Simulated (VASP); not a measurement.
HfB:

```xyz
2
Lattice="0.0000 2.3100 2.3100 2.3100 0.0000 2.3100 2.3100 2.3100 0.0000" Properties=species:S:1:pos:R:3 pbc="T T T"
Hf    2.3100    2.3100    2.3100
B     0.0000    0.0000    0.0000
```

```yaml
Program: VASP 6.6.1
Task: relaxation of cell and atoms
Functional: PBE
Dispersion: D4
Potentials_or_basis: VASP PAW PBE potentials, release 64 (Hf_pv, B)
Cutoff: 600 eV
k_mesh: 10 × 10 × 10
Occupations: fermi-dirac, width 0.05 eV
Spin: no spin polarisation
```

At the start: pressure 25.8 GPa; volume 12.33 Å³/atom.

**Question.** Where does the relaxation end?

**Answer.** Over 4 steps the energy falls by 111.2 meV/atom and the volume is 13.85 Å³/atom (+12.4 %); space group Fm-3m (No. 225, to 0.05 Å).

Step by step:
```tsv
step	energy change (eV)	largest force (eV/Å)	pressure (GPa)	volume (Å³)
1	0.0000	0.0000	25.80	24.65
2	0.1258	0.0000	-20.70	32.43
3	-0.2222	0.0000	-0.72	27.81
4	-0.2224	0.0000	-0.09	27.71
```

Final structure:
```xyz
2
Lattice="0.0000 2.4017 2.4017 2.4017 0.0000 2.4017 2.4017 2.4017 0.0000" Properties=species:S:1:pos:R:3 pbc="T T T"
Hf    2.4017    2.4017    2.4017
B     0.0000    0.0000    0.0000
```

Caveat: the volume moved by +12 % from the deposited cell, more than functionals usually miss; pairwise dispersion overbinds metals, which lowers pressure and volume.
